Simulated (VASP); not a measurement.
# NaI (Fm-3m) in VASP: further runs

The runs below take NaI through single point, with PBE.

All numbers are computed with VASP 6.6.1; they aren't measurements. Logs are shortened: lines on timing, memory, paths and dates and some standing lists are left out, and cuts for length are marked.

**1. The cell of the first run**

The structure is cubic, space group Fm-3m (No. 225). The conventional cell has a = 6.236 Å, b = 6.236 Å, c = 6.236 Å, α = 90.00°, β = 90.00°, γ = 90.00°. Within 4.1 Å of Na (site symmetry m-3m) lie 6 I at 3.12 Å. Within 4.1 Å of I (site symmetry m-3m) lie 6 Na at 3.12 Å.

**2. Single point, PBE (volume changed by -10%)**

The input, INCAR:

```
SYSTEM = NaI
  PREC = Accurate
  ENCUT = 500
  EDIFF = 1E-6
  ISMEAR = 0
  SIGMA = 0.01
  LREAL = .FALSE.
  LASPH = .TRUE.
  NELM = 120
  ALGO = Normal
  ISIF = 2
  LWAVE = .FALSE.
  LCHARG = .TRUE.
  GGA = PE
  LELF = .TRUE.
  LVHAR = .TRUE.
  NBANDS = 14
  GGA_COMPAT = .FALSE.
```

The input, KPOINTS:

```
regular mesh
0
G
  4 4 4
  0 0 0
```

The input, POSCAR:

```
NaI
1.0
    0.0000000000      3.1182221787      3.1182221787
    3.1182221787      0.0000000000      3.1182221787
    3.1182221787      3.1182221787      0.0000000000
Na I
1 1
Direct
    0.0000000000      0.0000000000      0.0000000000
    0.5000000000      0.5000000000      0.5000000000
```

Potentials or basis: VASP PAW PBE potentials, release 64 (Na_pv, I).

Launch:

```sh
$ cat potpaw_PBE.64/Na_pv/POTCAR potpaw_PBE.64/I/POTCAR > POTCAR
$ mpirun -np 1 vasp_std > vasp.out
```

OUTCAR:

```text
SYSTEM = NaI
   PREC = Accurate
   ENCUT = 500
   EDIFF = 1E-6
   ISMEAR = 0
   LREAL = .FALSE.
   LASPH = .TRUE.
   NELM = 120
   ISIF = 2
   GGA = PE

 ion  position               nearest neighbor table
   1  0.000  0.000  0.000-   2 3.12   2 3.12   2 3.12   2 3.12   2 3.12   2 3.12
   2  0.500  0.500  0.500-   1 3.12   1 3.12   1 3.12   1 3.12   1 3.12   1 3.12

  LATTYP: Found a face centered cubic cell.
 ALAT       =     6.2364443574

  Lattice vectors:

 A1 = (   0.0000000000,   3.1182221787,   3.1182221787)
 A2 = (   3.1182221787,   0.0000000000,   3.1182221787)
 A3 = (   3.1182221787,   3.1182221787,   0.0000000000)

Analysis of symmetry for initial positions (statically):
=====================================================================
 Subroutine PRICEL returns:
 Original cell was already a primitive cell.

 Routine SETGRP: Setting up the symmetry group for a
 face centered cubic supercell.

 Subroutine GETGRP returns: Found 48 space group operations
 (whereof 48 operations were pure point group operations)
 out of a pool of 48 trial point group operations.

The static configuration has the point symmetry O_h .

Analysis of symmetry for dynamics (positions and initial velocities):
=====================================================================
 Subroutine PRICEL returns:
 Original cell was already a primitive cell.

 Routine SETGRP: Setting up the symmetry group for a
 face centered cubic supercell.

 Subroutine GETGRP returns: Found 48 space group operations
 (whereof 48 operations were pure point group operations)
 out of a pool of 48 trial point group operations.

The dynamic configuration has the point symmetry O_h .

 Subroutine INISYM returns: Found 48 space group operations
 (whereof 48 operations are pure point group operations),
 and found     1 'primitive' translations

----------------------------------------------------------------------------------------

                                     Primitive cell

  volume of cell :      60.6389

  direct lattice vectors                    reciprocal lattice vectors
     0.000000000  3.118222179  3.118222179    -0.160347779  0.160347779  0.160347779
     3.118222179  0.000000000  3.118222179     0.160347779 -0.160347779  0.160347779
     3.118222179  3.118222179  0.000000000     0.160347779  0.160347779 -0.160347779

  length of vectors
     4.409832096  4.409832096  4.409832096     0.277730500  0.277730500  0.277730500

  position of ions in fractional coordinates (direct lattice)
     0.000000000  0.000000000  0.000000000
     0.500000000  0.500000000  0.500000000

  ion indices of the primitive-cell ions
   primitive index   ion index
                 1           1
                 2           2

----------------------------------------------------------------------------------------

 KPOINTS: regular mesh

Automatic generation of k-mesh.
 Grid dimensions read from file:
 generate k-points for:    4    4    4

 Generating k-lattice:

  Cartesian coordinates                     Fractional coordinates (reciprocal lattice)
    -0.040086945  0.040086945  0.040086945     0.250000000  0.000000000  0.000000000
     0.040086945 -0.040086945  0.040086945     0.000000000  0.250000000  0.000000000
     0.040086945  0.040086945 -0.040086945     0.000000000  0.000000000  0.250000000

  Length of vectors
     0.069432625  0.069432625  0.069432625

  Shift w.r.t. Gamma in fractional coordinates (k-lattice)
     0.000000000  0.000000000  0.000000000

 Subroutine IBZKPT returns following result:
 ===========================================

 Found      8 irreducible k-points:

 Following reciprocal coordinates:
            Coordinates               Weight
  0.000000  0.000000  0.000000      1.000000
  0.250000  0.000000  0.000000      8.000000
  0.500000  0.000000  0.000000      4.000000
  0.250000  0.250000  0.000000      6.000000
  0.500000  0.250000  0.000000     24.000000
 -0.250000  0.250000  0.000000     12.000000
  0.500000  0.500000  0.000000      3.000000
 -0.250000  0.500000  0.250000      6.000000
   k-points           NKPTS =      8   k-points in BZ     NKDIM =      8   number of bands    NBANDS=     14
   number of dos      NEDOS =    301   number of ions     NIONS =      2
   total plane-waves  NPLWV =  32768
   dimension x,y,z NGX =    32 NGY =   32 NGZ =   32
   dimension x,y,z NGXF=    64 NGYF=   64 NGZF=   64
   ions per type =               1   1
   NGX,Y,Z   is equivalent  to a cutoff of  12.06, 12.06, 12.06 a.u.
   NGXF,Y,Z  is equivalent  to a cutoff of  24.13, 24.13, 24.13 a.u.
 SYSTEM =  NaI
   PREC   = accura    normal or accurate (medium, high low for compatibility)
   ISTART =      0    job   : 0-new  1-cont  2-samecut
   ICHARG =      2    charge: 1-file 2-atom 10-const
   ISPIN  =      1    spin polarized calculation?
   LNONCOLLINEAR =      F non collinear calculations
   LSORBIT =      F    spin-orbit coupling
   LASPH  =      T    aspherical Exc in radial PAW
   ENCUT  =  500.0 eV  36.75 Ry    6.06 a.u.   8.04  8.04  8.04*2*pi/ulx,y,z
   NELM   =    120;   NELMIN=  2; NELMDL= -5     # of ELM steps
   EDIFF  = 0.1E-05   stopping-criterion for ELM
   LREAL  =      F    real-space projection
   EDIFFG = 0.1E-04   stopping-criterion for IOM
   NSW    =      0    number of steps for IOM
   IBRION =     -1    ionic relax: 0-MD 1-quasi-New 2-CG
   NFREE  =      0    steps in history (QN), initial steepest desc. (CG)
   ISIF   =      2    stress and relaxation
   ISYM   =      2    0-nonsym 1-usesym 2-fastsym
   POTIM  = 0.5000    time-step for ionic-motion
   TEBEG  =    0.0;   TEEND  =   0.0 temperature during run
   PSTRESS=    0.0 pullay stress
   NELECT =      14.0000    total number of electrons
   NUPDOWN=      -1.0000    fix difference up-down
   EMIN   =  10.00;   EMAX   =-10.00  energy-range for DOS
   EFERMI =   0.00;   METHOD = LEGACY
   ISMEAR =     0;   SIGMA  =   0.01  broadening in eV -4-tet -1-fermi 0-gaus
   EFERMI_NEDOS =   21; number of points for ismear=-14 and -15
   IALGO  =     38    algorithm
   IMIX   =      4    mixing-type and parameters
     AMIX     =   0.40;   BMIX     =  1.00
     AMIX_MAG =   1.60;   BMIX_MAG =  1.00
  volume/ion in A,a.u.               =      30.32       204.61
  Fermi-wavevector in a.u.,A,eV,Ry     =   1.004308  1.897868 13.723319  1.008635
  Thomas-Fermi vector in A             =   2.136916
   LORBIT       =      0    0 simple, 1 ext, 2 COOP (PROOUT), +10 PAW based schemes
   GGA     = PE    functional components
   LHFCALC =     F    Hartree Fock is set to
   AEXX    =    0.0000 exact exchange contribution
   IVDW    =     0    specifies the selected vdW correction
   LEPSILON=     F    determine dielectric tensor
   LRPA    =     F    only Hartree local field effects (RPA)
 non-spin polarized calculation
 Gauss-broadening in eV      SIGMA  =   0.01
  energy-cutoff  :      500.00
  volume of cell :       60.64
 maximum number of plane-waves:      1572
   NGX = 17   NGY = 17   NGZ = 17

 number of electron      14.0000002 magnetization

 Free energy of the ion-electron system (eV)
  ---------------------------------------------------
  ext. energy  EPLUGINS =         0.00000000
  ---------------------------------------------------
  free energy    TOTEN  =        -5.30690167 eV

  energy without entropy =       -5.30690167  energy(sigma->0) =       -5.30690167

 E-fermi :   1.7157     XC(G=0):  -8.1605

 val. band max:        1.6487940492   @ k =   0.0000   0.0000   0.0000
 cond. band min:       5.6156253072   @ k =   0.0000   0.0000   0.0000
 fundamental gap:      3.9668312580
 Fermi energy:         1.7156883745

 k-point     1 :       0.0000    0.0000    0.0000
  band No.  band energies     occupation
      1     -20.7033      2.00000
      2     -20.7033      2.00000
      3     -20.7033      2.00000
      4      -9.6891      2.00000
      5       1.6488      2.00000
      6       1.6488      2.00000
      7       1.6488      2.00000
      8       5.6156      0.00000
      9       9.5579      0.00000
     10       9.5579      0.00000
     11       9.5579      0.00000
     12      11.5699      0.00000
     13      11.5699      0.00000
     14      12.1340      0.00000

 k-point     2 :       0.2500    0.0000    0.0000
  band No.  band energies     occupation
      1     -20.7081      2.00000
      2     -20.7035      2.00000
      3     -20.7035      2.00000
      4      -9.4814      2.00000
      5       0.1063      2.00000
      6       1.4603      2.00000
      7       1.4603      2.00000
      8       6.8413      0.00000
      9       9.4150      0.00000
     10       9.6899      0.00000
     11       9.6899      0.00000
     12      11.3625      0.00000
     13      11.3625      0.00000
     14      12.4304      0.00000

 k-point     3 :       0.5000    0.0000    0.0000
  band No.  band energies     occupation
      1     -20.7128      2.00000
      2     -20.7038      2.00000
      3     -20.7038      2.00000
      4      -9.2504      2.00000
      5      -0.9621      2.00000
      6       1.2903      2.00000
      7       1.2903      2.00000
      8       6.7585      0.00000
      9       9.1739      0.00000
     10       9.1739      0.00000
     11      11.2145      0.00000
     12      12.2372      0.00000
     13      14.3423      0.00000
     14      14.3423      0.00000
[... 52 lines left out ...]
 k-point     7 :       0.5000    0.5000    0.0000
  band No.  band energies     occupation
      1     -20.7102      2.00000
      2     -20.7062      2.00000
      3     -20.7062      2.00000
      4      -9.1478      2.00000
      5      -0.6464      2.00000
      6       0.7408      2.00000
      7       0.7408      2.00000
      8       6.2129      0.00000
      9       6.9706      0.00000
     10      12.2596      0.00000
     11      13.5763      0.00000
     12      13.6358      0.00000
     13      13.6358      0.00000
     14      15.3507      0.00000

 k-point     8 :      -0.2500    0.5000    0.2500
  band No.  band energies     occupation
      1     -20.7082      2.00000
      2     -20.7082      2.00000
      3     -20.7065      2.00000
      4      -9.1339      2.00000
      5      -0.0661      2.00000
      6      -0.0661      2.00000
      7       0.5051      2.00000
      8       7.7286      0.00000
      9       9.2487      0.00000
     10       9.2487      0.00000
     11       9.8280      0.00000
     12      14.2715      0.00000
     13      14.2715      0.00000
     14      15.0220      0.00000

------------------------ aborting loop because EDIFF is reached ----------------------------------------

  FORCE on cell =-STRESS in cart. coord.  units (eV):
  Direction    XX          YY          ZZ          XY          YZ          ZX
  --------------------------------------------------------------------------------------
  -------------------------------------------------------------------------------------
  Total        1.1321881      1.1321881      1.1321881     -0.0000000      0.0000000      0.0000000
  in kB       29.9142425     29.9142425     29.9142425     -0.0000000      0.0000000      0.0000000
  external PRESSURE =      29.9142425 kB  Pullay stress =       0.0000000 kB

 VOLUME and BASIS-vectors are now :
 -----------------------------------------------------------------------------
  energy-cutoff  :      500.00
  volume of cell :       60.64
      direct lattice vectors                 reciprocal lattice vectors
     0.000000000  3.118222179  3.118222179    -0.160347779  0.160347779  0.160347779
     3.118222179  0.000000000  3.118222179     0.160347779 -0.160347779  0.160347779
     3.118222179  3.118222179  0.000000000     0.160347779  0.160347779 -0.160347779

 POSITION                                       TOTAL-FORCE (eV/Angst)
 -----------------------------------------------------------------------------------
      0.00000      0.00000      0.00000        -0.000000      0.000000     -0.000000
      3.11822      3.11822      3.11822         0.000000     -0.000000      0.000000
 -----------------------------------------------------------------------------------
    total drift:                                0.000000     -0.000000     -0.000000

  FREE ENERGIE OF THE ION-ELECTRON SYSTEM (eV)
  ---------------------------------------------------
  free  energy   TOTEN  =        -5.3069016685 eV

  energy  without entropy=       -5.3069016685  energy(sigma->0) =       -5.30690167
```

Run time: 3.6 s. Hardware: 1 thread of Intel Xeon 6975P-C (Granite Rapids), shared host; peak memory 0.17 GiB.

What came out:

```
Free energy            : -5.3069 eV
Pressure               : 3.0 GPa
Band gap on the k mesh : 3.97 eV, direct
```

Levels at points of the mesh, in eV from the valence-band top:
```tsv
k point	band 4	band 5	band 6	band 7	band 8	band 9	band 10	band 11
(0.00, 0.00, 0.00)	-11.34	0.00	0.00	0.00	3.97	7.91	7.91	7.91
(0.50, 0.00, 0.00)	-10.90	-2.61	-0.36	-0.36	5.11	7.53	7.53	9.57
(0.50, 0.50, 0.00)	-10.80	-2.30	-0.91	-0.91	4.56	5.32	10.61	11.93
```

Caveat: the k points lie up to 0.44 Å⁻¹ apart; spin-orbit coupling is left out, which moves the levels of the heavy elements.

(Part 1 of 3 ends here.)
